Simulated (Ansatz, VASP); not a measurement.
## One calculation of Al, two programs

The input INCAR:

```
SYSTEM = Al
  PREC = Accurate
  ENCUT = 600
  EDIFF = 1E-6
  ISMEAR = 0
  SIGMA = 0.1
  LREAL = .False.
  LASPH = .True.
  NELM = 80
  ALGO = Fast
  ISIF = 3
  LWAVE = .False.
  LCHARG = .False.
  GGA = PS
  IBRION = 2
  NSW = 100
  EDIFFG = -0.01
```

File KPOINTS:

```
regular mesh
0
Gamma
  28 28 28
  0 0 0
```

The input POSCAR:

```
Al
1.0
   -1.3887368910      1.4480634882      2.0119394454
    1.3887368910     -1.4480634882      2.0119394454
    1.3887368910      1.4480634882     -2.0119394454
Al
1
Direct
    0.5000000000      0.0000000000      0.5000000000
```

Input for Ansatz:

```yaml
crystal:
  lattice:
    - [-1.388736891, 1.4480634882, 2.0119394454]
    - [1.388736891, -1.4480634882, 2.0119394454]
    - [1.388736891, 1.4480634882, -2.0119394454]
  atoms:
    - { symbol: Al, position: [0.5, 0.0, 0.5] }
basis:
  ecutwfc: 420
kpoints:
  mp_grid: { grid: [28, 28, 28] }
hamiltonian:
  xc: pbesol
scf:
  occupations: { method: gaussian, width: 0.1 }
output:
  forces: true
  stress: true
  eigenvalues: true
relax:
  adjacent_minimum: "off"
  f_tol: 0.01
  max_steps: 80
  cell: { stress_tol: 0.05 }
```

Change from the starting cell: the structure that the rattled omega type (P6/mmm, No. 191) fell into.

Alike in both runs: task relaxation of cell and atoms; functional PBEsol; k mesh 28 × 28 × 28; occupations gaussian, width 0.1 eV; no spin polarisation.

```csv
,VASP,Ansatz
version,VASP 6.6.1,Ansatz 0.2.0
potentials or method,"VASP PAW PBE potentials, release 64 (Al), cutoff 600 eV","scalar-relativistic, plane waves, PAW"
valence electrons in the cell,3,3
```

|  | VASP | Ansatz | Ansatz less VASP |
| --- | --- | --- | --- |
| gap on the k mesh at the Fermi level, each at its own relaxed structure (eV) | none | none | - |
| relaxed volume (Å³/atom) | 16.19 | 16.18 | -0.013 |
| relaxed cell length with the largest relative difference (Å) | 2.840 | 2.839 | -0.0012 |

VASP's potentials were made for PBE, not for PBEsol. A gap of «none» marks a metal or a gap that the smearing closes.
